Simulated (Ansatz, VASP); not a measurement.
LiF in VASP and in Ansatz

```
Li F
1.0
     0.00000    2.14461    2.14461
     2.14461    0.00000    2.14461
     2.14461    2.14461    0.00000
Li F
1 1
Direct
  0.00000 0.00000 0.00000
  0.25000 0.25000 0.25000
```

Alike in both runs: task single point; functional r2SCAN; k mesh 10 × 10 × 10; no spin polarisation.

|  | VASP | Ansatz |
| --- | --- | --- |
| version | VASP 6.6.1 | Ansatz 0.2.0 |
| potentials or method | VASP PAW PBE potentials, release 64 (Li_sv, F) | plane waves, PAW |
| plane-wave cutoff (eV) | 520 | 500 |
| occupations | gaussian, width 0.01 eV | fixed |
| valence electrons in the cell | 10 | 10 |

```csv
,VASP,Ansatz,Ansatz less VASP
gap on the k mesh at the Fermi level (eV),8.76,8.66,-0.096
```

VASP's potentials were made for PBE, not for r2SCAN.

Noted on VASP's run: the cutoff is short for stress, so the pressure is rough.
